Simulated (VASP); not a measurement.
Crystal: SrTiO3 (nc).

```
Sr Ti O
1.0
     3.90528    0.00000    0.00000
     0.00000    3.90528    0.00000
     0.00000    0.00000    3.90528
Sr Ti O
1 1 3
Direct
  0.50000 0.50000 0.50000
  0.00000 0.00000 0.00000
  0.50000 0.00000 0.00000
  0.00000 0.50000 0.00000
  0.00000 0.00000 0.50000
```

```yaml
Program: VASP 6.6.1
Task: relaxation of cell and atoms
Functional: PBE
Potentials_or_basis: VASP PAW PBE potentials, release 64 (Sr_sv, Ti_sv, O)
Cutoff: 600 eV
k_mesh: 8 × 8 × 8
Occupations: gaussian, width 0.02 eV
Spin: no spin polarisation
```

At the start: pressure 4.7 GPa; volume 11.91 Å³/atom.

**Question.** How do energy, volume and symmetry change on relaxing?

**Answer.** Over 3 steps the energy falls by 4.6 meV/atom and the volume is 12.23 Å³/atom (+2.7 %); space group Pm-3m (No. 221, to 0.05 Å).

Step by step:
```csv
step,energy change (eV),largest force (eV/Å),pressure (GPa),volume (Å³)
1,0.0000,0.0000,4.69,59.56
2,-0.0057,0.0000,-3.75,62.62
3,-0.0232,0.0000,-0.02,61.17
```

Final structure:
```yaml
crystal:
  lattice:
    - [3.94020, 0.00000, 0.00000]
    - [0.00000, 3.94020, 0.00000]
    - [0.00000, 0.00000, 3.94020]
  atoms:
    - { symbol: Sr, position: [0.50000, 0.50000, 0.50000] }
    - { symbol: Ti, position: [0.00000, 0.00000, 0.00000] }
    - { symbol: O, position: [0.50000, 0.00000, 0.00000] }
    - { symbol: O, position: [0.00000, 0.50000, 0.00000] }
    - { symbol: O, position: [0.00000, 0.00000, 0.50000] }
```
